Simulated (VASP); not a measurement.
# Sb: single point with HSE06

Sb:

```
Sb
1.0
     0.00000    2.37124    2.37124
     2.37124    0.00000    2.37124
     2.37124    2.37124    0.00000
Sb
1
Direct
  0.00000 0.00000 0.00000
```

This isn't the form of Sb at room conditions, which is rhombohedral.

| Property | Result |
| --- | --- |
| Program | VASP 6.6.1 |
| Task | single point |
| Functional | HSE06 |
| Potentials or basis | VASP PAW PBE potentials, release 64 (Sb) |
| Cutoff | 520 eV |
| k mesh | 6 × 6 × 6 |
| Occupations | fermi-dirac, width 0.05 eV |
| Spin | no spin polarisation |
| Dipole correction | no |
| Grid for exact exchange (PRECFOCK) | Normal |
| Further INCAR settings | ALGO = Normal; EDIFF = 1e-06; NBANDS = 8 |
| Share of exact exchange | 0.25 |
| Screening parameter | 0.2079 1/Å |

The pressure is -1.3 GPa and the band gap on the k mesh is zero (an odd number of electrons rules out a gap without spin polarisation).

Levels at points of the mesh, in eV from the Fermi level:
```csv
k point,band 1,band 2,band 3,band 4,band 5,band 6
"(0.00, 0.00, 0.00)",-14.78,5.79,5.79,5.79,10.36,10.36
"(0.50, 0.00, 0.00)",-10.50,-6.98,3.92,3.92,8.60,9.47
"(0.50, 0.50, 0.00)",-8.61,-5.94,0.20,0.20,4.26,4.68
```

It took 4.2 min on 1 thread of Intel(R) Xeon(R) 6975P-C (Granite Rapids), on a shared host, peak memory 0.26 GiB.

Caveat: the k points lie up to 0.38 Å⁻¹ apart, too coarse for converged energies and pressures of a metal; the PAW data sets were made with another functional, which shifts forces and pressure a little; spin-orbit coupling is left out, which moves the levels of the heavy elements.
